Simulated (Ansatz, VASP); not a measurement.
## Au in VASP and in Ansatz

File INCAR:

```
PREC = Accurate
ENCUT = 520
EDIFF = 1E-7
ISMEAR = -1
SIGMA = 0.08
LREAL = F
LASPH = T
NELM = 80
ALGO = Normal
ISIF = 2
LWAVE = F
LCHARG = T
GGA = PS
LELF = T
LVHAR = T
NBANDS = 12
```

The input KPOINTS:

```
regular mesh
0
Gamma
  14 14 14
```

POSCAR

```
Au
1.0
    2.2722434793      0.0000000000      0.0000000000
    0.0000000000      2.2722434793      0.0000000000
    0.0000000000      0.0000000000      2.2722434793
Au
1
Direct
    0.0000000000      0.0000000000      0.0000000000
```

Input for Ansatz:

```yaml
crystal:
  lattice:
    - [2.2722434793, 0.0, 0.0]
    - [0.0, 2.2722434793, 0.0]
    - [0.0, 0.0, 2.2722434793]
  atoms:
    - { symbol: Au, position: [0.0, 0.0, 0.0] }
kpoints:
  mp_grid: { grid: [14, 14, 14] }
scf:
  occupations: { method: fermi_dirac, width: 0.08 }
hamiltonian:
  xc: pbesol
  pseudopotentials: { kind: paw }
output:
  forces: true
  stress: true
  eigenvalues: true
  populations: true
  write_density: true
  write_potential: true
  elf: true
  volumetric_format: npy
```

Change from the starting cell: volume scaled by 0.6, PAW files.

Alike in both runs: task single point; functional PBEsol; k mesh 14 × 14 × 14; occupations fermi-dirac, width 0.08 eV; no spin polarisation.

|  | VASP | Ansatz |
| --- | --- | --- |
| version | VASP 6.6.1 | Ansatz 0.2.0 |
| potentials or method | VASP PAW PBE potentials, release 64 (Au) | PAW with Ansatz's default frozen-core files, scalar-relativistic |
| plane-wave cutoff (eV) | 520 | 420 |
| valence electrons in the cell | 11 | 19 |

Ansatz gave:

* pressure (GPa): 273.6

Question: Which values does VASP return?

Answer: Pressure (GPa): 273.8.

VASP's potentials were made for PBE, not for PBEsol. Both programs put the cell under a high pressure, so it lies far from rest at this level. VASP's potentials hold 11 valence electrons a cell and Ansatz's 19, so a difference there can come from the potentials and not from the codes.

Neither program's run includes spin-orbit coupling. Noted on VASP's run: the cell as given lies far from equilibrium.
